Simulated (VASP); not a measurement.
# CaZn15S16 (a cell with a defect) in VASP: electric field gradients with PBE

Aim: the electric field gradients of CaZn15S16 (a cell with a defect) with PBE.

Everything below comes from runs of VASP 6.6.1. Logs are shortened: lines on timing, memory, paths and dates and some standing lists are left out, and cuts for length are marked.

### Step 1. The cell of the first run

The cell holds a defect, 32 atoms: a = 7.645 Å, b = 7.645 Å, c = 12.520 Å, α = 90.00°, β = 90.00°, γ = 120.00°.

### Step 2. Electric field gradients, PBE

The input, INCAR:

```
PREC = Accurate
ENCUT = 400
EDIFF = 1E-8
ISMEAR = -1
SIGMA = 0.01
LREAL = F
LASPH = T
NELM = 120
ALGO = Normal
ISIF = 2
LWAVE = F
LCHARG = F
GGA = PE
LEFG = T
NBANDS = 165
GGA_COMPAT = F
```

The input, KPOINTS:

```
regular mesh
0
Gamma
  3 3 2
```

The input, POSCAR:

```
CaZn15S16
1.0
    7.6454000000      0.0000000000      0.0000000000
   -3.8227000000      6.6211106220      0.0000000000
    0.0000000000      0.0000000000     12.5200000000
Zn Ca S
15 1 16
Direct
    0.0000000000      0.0000000000      0.0000000000
    0.0000000000      0.5000000000      0.0000000000
    0.5000000000      0.0000000000      0.0000000000
    0.5000000000      0.5000000000      0.0000000000
    0.0000000000      0.0000000000      0.5000000000
    0.0000000000      0.5000000000      0.5000000000
    0.5000000000      0.0000000000      0.5000000000
    0.5000000000      0.5000000000      0.5000000000
    0.1666666666      0.8333333334      0.2500000000
    0.6666666666      0.3333333334      0.2500000000
    0.6666666666      0.8333333334      0.2500000000
    0.3333333334      0.1666666666      0.7500000000
    0.3333333334      0.6666666666      0.7500000000
    0.8333333334      0.1666666666      0.7500000000
    0.8333333334      0.6666666666      0.7500000000
    0.1666666666      0.3333333334      0.2500000000
    0.0000000000      0.0000000000      0.1875000000
    0.0000000000      0.5000000000      0.1875000000
    0.5000000000      0.0000000000      0.1875000000
    0.5000000000      0.5000000000      0.1875000000
    0.0000000000      0.0000000000      0.6875000000
    0.0000000000      0.5000000000      0.6875000000
    0.5000000000      0.0000000000      0.6875000000
    0.5000000000      0.5000000000      0.6875000000
    0.1666666666      0.3333333334      0.4375000000
    0.1666666666      0.8333333334      0.4375000000
    0.6666666666      0.3333333334      0.4375000000
    0.6666666666      0.8333333334      0.4375000000
    0.3333333334      0.1666666666      0.9375000000
    0.3333333334      0.6666666666      0.9375000000
    0.8333333334      0.1666666666      0.9375000000
    0.8333333334      0.6666666666      0.9375000000
```

Potentials or basis: VASP PAW PBE potentials, release 64 (Zn, Ca_sv, S).

Run with:

```
cat potpaw_PBE.64/Zn/POTCAR potpaw_PBE.64/Ca_sv/POTCAR potpaw_PBE.64/S/POTCAR > POTCAR
mpirun -np 1 vasp_std > vasp.out
```

OUTCAR:

```text
PREC = Accurate
   ENCUT = 400
   EDIFF = 1E-8
   ISMEAR = -1
   LREAL = F
   LASPH = T
   NELM = 120
   ISIF = 2
   GGA = PE

 ion  position               nearest neighbor table
   1  0.000  0.000  0.000-  31 2.34  32 2.34  29 2.34  17 2.35
   2  0.000  0.500  0.000-  32 2.34  31 2.34  30 2.34  18 2.35
   3  0.500  0.000  0.000-  29 2.34  30 2.34  31 2.34  19 2.35
   4  0.500  0.500  0.000-  30 2.34  29 2.34  32 2.34  20 2.35
   5  0.000  0.000  0.500-  26 2.34  25 2.34  28 2.34  21 2.35
   6  0.000  0.500  0.500-  25 2.34  26 2.34  27 2.34  22 2.35
[... 24 lines left out ...]
  31  0.833  0.167  0.938-   1 2.34   2 2.34   3 2.34  14 2.35
  32  0.833  0.667  0.938-   2 2.34   1 2.34   4 2.34  15 2.35

  LATTYP: Found a hexagonal cell.
 ALAT       =     7.6454000000
 C/A-ratio  =     1.6375859994

  Lattice vectors:

 A1 = (   7.6454000000,   0.0000000000,   0.0000000000)
 A2 = (  -3.8227000000,   6.6211106220,   0.0000000000)
 A3 = (   0.0000000000,   0.0000000000,  12.5200000000)

Analysis of symmetry for initial positions (statically):
=====================================================================
 Subroutine PRICEL returns:
 Original cell was already a primitive cell.

 Routine SETGRP: Setting up the symmetry group for a
 hexagonal supercell.

 Subroutine GETGRP returns: Found  6 space group operations
 (whereof  2 operations were pure point group operations)
 out of a pool of 24 trial point group operations.

The static configuration has the point symmetry C_1h.
 The point group associated with its full space group is C_3v.

Analysis of symmetry for dynamics (positions and initial velocities):
=====================================================================
 Subroutine PRICEL returns:
 Original cell was already a primitive cell.

 Routine SETGRP: Setting up the symmetry group for a
 hexagonal supercell.

 Subroutine GETGRP returns: Found  6 space group operations
 (whereof  2 operations were pure point group operations)
 out of a pool of 24 trial point group operations.

The dynamic configuration has the point symmetry C_1h.
 The point group associated with its full space group is C_3v.
[... 1142 lines left out ...]
 [bands above 155 left out]

------------------------ aborting loop because EDIFF is reached ----------------------------------------

  FORCE on cell =-STRESS in cart. coord.  units (eV):
  Direction    XX          YY          ZZ          XY          YZ          ZX
  --------------------------------------------------------------------------------------
  -------------------------------------------------------------------------------------
  Total       16.4684435     16.4684435     15.4976458      0.0000000     -0.0000000      0.0000000
  in kB       41.6320458     41.6320458     39.1778798      0.0000000     -0.0000000      0.0000000
  external PRESSURE =      40.8139904 kB  Pullay stress =       0.0000000 kB

 VOLUME and BASIS-vectors are now :
 -----------------------------------------------------------------------------
  energy-cutoff  :      400.00
  volume of cell :      633.78
      direct lattice vectors                 reciprocal lattice vectors
     7.645400000  0.000000000  0.000000000     0.130797604  0.075516032  0.000000000
    -3.822700000  6.621110622  0.000000000     0.000000000  0.151032064  0.000000000
     0.000000000  0.000000000 12.520000000     0.000000000  0.000000000  0.079872204

 POSITION                                       TOTAL-FORCE (eV/Angst)
 -----------------------------------------------------------------------------------
      0.00000      0.00000      0.00000         0.000000     -0.110135      0.038701
     -1.91135      3.31056      0.00000        -0.095380      0.055067      0.038701
      3.82270      0.00000      0.00000         0.000000     -0.000000      0.005819
      1.91135      3.31056      0.00000         0.095380      0.055067      0.038701
      0.00000      0.00000      6.26000         0.000000      0.043045      0.103954
     -1.91135      3.31056      6.26000         0.037278     -0.021522      0.103954
[... 24 lines left out ...]
      5.73405      1.10352     11.73750        -0.001012     -0.000584      0.016023
      3.82270      4.41407     11.73750         0.000000     -0.000000     -0.072290
 -----------------------------------------------------------------------------------
    total drift:                               -0.000013     -0.000018      0.004449

  FREE ENERGIE OF THE ION-ELECTRON SYSTEM (eV)
  ---------------------------------------------------
  free  energy   TOTEN  =      -110.1243171211 eV

  energy  without entropy=     -110.1243171211  energy(sigma->0) =     -110.12431712

 Electric field gradients (V/A^2)
---------------------------------------------------------------------
 ion       V_xx      V_yy      V_zz      V_xy      V_xz      V_yz
---------------------------------------------------------------------
   1      -0.401    -2.592     2.994    -0.012    -0.000     0.420
   2      -2.034    -0.959     2.994     0.931     0.363    -0.210
   3      -1.370    -1.383     2.753    -0.012    -0.000     0.000
   4      -2.034    -0.959     2.994    -0.954    -0.363    -0.210
   5      -0.224     0.236    -0.012    -0.012     0.000    -0.947
   6       0.131    -0.119    -0.012    -0.217    -0.820     0.474
[... 24 lines left out ...]
  31      -0.813    -1.525     2.338     0.617     0.280     0.162
  32      -0.239    -0.239     0.478     0.000    -0.000     0.000
---------------------------------------------------------------------

 Electric field gradients after diagonalization (V/A^2)
 (convention: |V_zz| > |V_xx| > |V_yy|)
----------------------------------------------------------------------
 ion       V_xx      V_yy      V_zz     asymmetry (V_yy - V_xx)/ V_zz
----------------------------------------------------------------------
   1      -2.624    -0.401     3.025       0.735
   2      -2.604    -0.422     3.025       0.721
   3      -1.390    -1.363     2.753       0.010
   4      -2.624    -0.401     3.025       0.735
   5      -0.843    -0.224     1.067       0.580
   6      -0.834    -0.244     1.079       0.547
[... 24 lines left out ...]
  31      -1.881    -0.493     2.375       0.584
  32      -0.239    -0.238     0.478       0.001
----------------------------------------------------------------------

           NMR quadrupolar parameters

 Cq : quadrupolar parameter    Cq=e*Q*V_zz/h
 eta: asymmetry parameters     (V_yy - V_xx)/ V_zz
 Q  : nuclear electric quadrupole moment in mb (millibarn)
----------------------------------------------------------------------
 ion       Cq(MHz)       eta       Q (mb)
----------------------------------------------------------------------
   1       0.007       0.735       1.000
   2       0.007       0.721       1.000
   3       0.007       0.010       1.000
   4       0.007       0.735       1.000
   5       0.003       0.580       1.000
   6       0.003       0.547       1.000
[... 24 lines left out ...]
  31       0.006       0.584       1.000
  32       0.001       0.001       1.000
----------------------------------------------------------------------
```

OSZICAR:

```text
N       E                     dE             d eps       ncg     rms          rms(c)
DAV:   1     0.259290031648E+04    0.25929E+04   -0.10818E+05  1980   0.173E+03
DAV:   2     0.362045079315E+03   -0.22309E+04   -0.21615E+04  1980   0.459E+02
DAV:   3    -0.795265332334E+02   -0.44157E+03   -0.42617E+03  2152   0.180E+02
[... 14 lines left out ...]
DAV:  18    -0.110124316467E+03   -0.14469E-06   -0.62274E-06  2456   0.202E-02    0.759E-03
DAV:  19    -0.110124316558E+03   -0.90971E-07   -0.17495E-06  2488   0.108E-02    0.293E-03
DAV:  20    -0.110124316969E+03   -0.41114E-06   -0.14168E-06  2288   0.539E-03    0.211E-03
DAV:  21    -0.110124317061E+03   -0.91401E-07   -0.24110E-07  2304   0.406E-03    0.102E-03
DAV:  22    -0.110124317128E+03   -0.67575E-07   -0.80497E-08  2120   0.141E-03    0.583E-04
DAV:  23    -0.110124317121E+03    0.72869E-08   -0.96565E-09  1384   0.828E-04
   1 F= -.11012432E+03 E0= -.11012432E+03  d E =-.817380E-14
```

Wall time 35 min (1 thread of AMD EPYC 7R13, shared host); peak memory 0.64 GiB.

What came out:

- Free energy: -110.1243 eV
- Pressure: 4.1 GPa
- Largest force: 3.207 eV/Å
- Band gap on the k mesh: 2.27 eV
- Largest electric field gradient by atom: Zn +3.0, +2.8, +1.1, +1.5, -2.0, +0.7, -0.6 (each value once); Ca -0.2; S -95.3, +0.7, -2.0, +2.2, -91.6, +2.1, +2.4, +0.5 (each value once) V/Å²

Forces on the atoms (eV/Å):
```
Zn   0.000 -0.110  0.039
Zn  -0.095  0.055  0.039
Zn   0.000  0.000  0.006
Zn   0.095  0.055  0.039
Zn   0.000  0.043  0.104
Zn   0.037 -0.022  0.104
Zn   0.000  0.000  0.051
Zn  -0.037 -0.022  0.104
Zn  -0.123 -0.071 -0.084
Zn   0.000  0.142 -0.084
Zn   0.123 -0.071 -0.084
Zn  -0.012  0.007 -0.007
Zn   0.000 -0.014 -0.007
Zn   0.012  0.007 -0.007
Zn   0.000  0.000  0.046
Ca   0.000  0.000  0.103
S    0.000 -3.007 -1.114
S   -2.604  1.503 -1.114
S    0.000  0.000 -0.033
S    2.604  1.503 -1.114
S    0.000 -0.023 -0.035
S   -0.020  0.011 -0.035
S    0.000  0.000 -0.050
S    0.020  0.011 -0.035
S    0.000  0.000  3.191
S    0.008  0.004  0.000
S    0.000 -0.009  0.000
S   -0.008  0.004  0.000
S    0.001 -0.001  0.016
S    0.000  0.001  0.016
S   -0.001 -0.001  0.016
S    0.000  0.000 -0.072
```

Stress tensor (GPa, compression positive):
```
4.16 0.00 0.00
0.00 4.16 0.00
0.00 0.00 3.92
```

Levels at points of the mesh, in eV from the valence-band top:
| k point | band 141 | band 142 | band 143 | band 144 | band 145 | band 146 |
| --- | --- | --- | --- | --- | --- | --- |
| (0.00, 0.00, 0.00) | -0.08 | 0.00 | 0.00 | 2.27 | 3.26 | 3.34 |
| (0.00, 0.00, 0.50) | -0.24 | -0.05 | -0.05 | 3.04 | 3.10 | 3.37 |

Electric field gradients, principal values (V/Å²):
| atom | least | middle | greatest (by size) |
| --- | --- | --- | --- |
| 1 Zn | -0.401 | -2.624 | 3.025 |
| 2 Zn | -0.422 | -2.604 | 3.025 |
| 3 Zn | -1.363 | -1.390 | 2.753 |
| 4 Zn | -0.401 | -2.624 | 3.025 |
| 5 Zn | -0.224 | -0.843 | 1.067 |
| 6 Zn | -0.244 | -0.834 | 1.079 |
| 7 Zn | -0.733 | -0.760 | 1.493 |
| 8 Zn | -0.224 | -0.843 | 1.067 |
| 9 Zn | 0.938 | 1.068 | -2.006 |
| 10 Zn | 0.938 | 1.068 | -2.006 |
| 11 Zn | 0.939 | 1.068 | -2.007 |
| 12 Zn | -0.174 | -0.520 | 0.694 |
| 13 Zn | -0.170 | -0.523 | 0.694 |
| 14 Zn | -0.170 | -0.523 | 0.694 |
| 15 Zn | 0.321 | 0.326 | -0.647 |
| 16 Ca | 0.106 | 0.109 | -0.215 |
| 17 S | 47.079 | 48.270 | -95.349 |
| 18 S | 47.081 | 48.269 | -95.350 |
| 19 S | -0.341 | -0.342 | 0.683 |
| 20 S | 47.079 | 48.270 | -95.349 |
| 21 S | 0.047 | 1.975 | -2.023 |
| 22 S | 0.048 | 1.975 | -2.024 |
| 23 S | -1.076 | -1.078 | 2.154 |
| 24 S | 0.047 | 1.975 | -2.023 |
| 25 S | 45.807 | 45.808 | -91.615 |
| 26 S | -0.742 | -1.406 | 2.147 |
| 27 S | -0.742 | -1.406 | 2.147 |
| 28 S | -0.741 | -1.406 | 2.147 |
| 29 S | -0.494 | -1.881 | 2.375 |
| 30 S | -0.493 | -1.881 | 2.375 |
| 31 S | -0.493 | -1.881 | 2.375 |
| 32 S | -0.238 | -0.239 | 0.478 |

Caveat: without QUAD_EFG the Cq values of the log hold for a quadrupole moment of 1 mb, not for the nuclei.
